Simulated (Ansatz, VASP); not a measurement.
One calculation of ZnCu, two programs

File INCAR:

```
PREC = Accurate
ENCUT = 520
EDIFF = 1E-7
ISMEAR = 0
SIGMA = 0.15
LREAL = False
LASPH = True
NELM = 80
ALGO = Fast
ISIF = 2
LWAVE = False
LCHARG = True
GGA = PS
LELF = True
LVHAR = True
NBANDS = 18
```

File KPOINTS:

```
regular mesh
0
Gamma
  16 16 16
```

File POSCAR:

```
ZnCu
1.0
    3.0333500000      0.0000000000      0.0000000000
    0.0000000000      3.0333500000      0.0000000000
    0.0000000000      0.0000000000      2.9450000000
Zn Cu
1 1
Direct
    0.5000000000      0.5000000000      0.5000000000
    0.0000000000      0.0000000000      0.0000000000
```

Input for Ansatz:

```yaml
crystal:
  lattice:
    - [3.03335, 0.0, 0.0]
    - [0.0, 3.03335, 0.0]
    - [0.0, 0.0, 2.945]
  atoms:
    - { symbol: Zn, position: [0.5, 0.5, 0.5] }
    - { symbol: Cu, position: [0.0, 0.0, 0.0] }
basis:
  ecutwfc: 420
kpoints:
  mp_grid: { grid: [16, 16, 16] }
hamiltonian:
  xc: pbesol
scf:
  occupations: { method: gaussian, width: 0.15 }
output:
  forces: true
  stress: true
  eigenvalues: true
```

Change from the starting cell: strain +0.030 along x and y, +0.000 along z, atoms carried along.

Alike in both runs: task single point; functional PBEsol; k mesh 16 × 16 × 16; occupations gaussian, width 0.15 eV; no spin polarisation.

|  | VASP | Ansatz |
| --- | --- | --- |
| version | VASP 6.6.1 | Ansatz 0.2.0 |
| potentials or method | VASP PAW PBE potentials, release 64 (Zn, Cu), cutoff 520 eV | scalar-relativistic, plane waves, PAW |
| valence electrons in the cell | 23 | 31 |

```tsv
	VASP	Ansatz	Ansatz less VASP
gap on the k mesh at the Fermi level (eV)	none	none	-
pressure (GPa)	-9.5	-10.4	-0.88
```

VASP's potentials were made for PBE, not for PBEsol. A gap of «none» marks a metal or a gap that the smearing closes. The functional is the same, so the differences come from potentials, cutoffs and numerics. VASP's potentials hold 23 valence electrons a cell and Ansatz's 31, so a difference there can come from the potentials and not from the codes.
